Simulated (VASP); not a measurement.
# Sb: single point with r2SCAN

Crystal: Sb.

```
Sb
1.0
     2.10151    3.63991    0.00000
    -2.10151    3.63991    0.00000
     0.00000   -2.42661    3.89079
Sb
2
Cartesian
  0.0000 0.0000 2.6571
  0.0000 4.8532 1.2337
```

```json
{
  "Program": "VASP 6.6.1",
  "Task": "single point",
  "Functional": "r2SCAN",
  "Potentials or basis": "VASP PAW PBE potentials, release 64 (Sb)",
  "Cutoff": "520 eV",
  "k mesh": "8 × 8 × 8",
  "Occupations": "fermi-dirac, width 0.1 eV",
  "Spin": "no spin polarisation"
}
```

| Quantity | Value |
| --- | --- |
| Pressure | 6.0 GPa |
| Largest force | 0.995 eV/Å |
| Band gap on the k mesh | zero (band 5 reaches 7.84 eV, above the bottom of band 6 at 7.40 eV) |

Forces on the atoms (eV/Å):
```
Sb   0.000  0.000  0.995
Sb   0.000  0.000 -0.995
```

Stress tensor (GPa, compression positive):
```
6.65 0.00 0.00
0.00 6.65 0.00
0.00 0.00 4.64
```

Levels at points of the mesh, in eV from the Fermi level:
```csv
k point,band 3,band 4,band 5,band 6,band 7,band 8
"(0.00, 0.00, 0.00)",-2.72,-2.25,-2.25,1.34,2.39,2.39
"(0.50, 0.00, 0.00)",-2.90,-2.84,-0.53,-0.31,0.13,0.88
"(0.50, 0.50, 0.00)",-5.74,-4.28,-4.21,1.12,4.98,6.09
"(0.00, 0.00, 0.50)",-1.89,-1.89,-0.46,0.31,0.31,1.65
```

Run time: 51 s on 1 thread of Intel(R) Xeon(R) 6975P-C (Granite Rapids), on a shared host, peak memory 0.21 GiB.

Caveat: the PAW data sets were made with another functional, which shifts forces and pressure a little; spin-orbit coupling is left out, which moves the levels of the heavy elements.
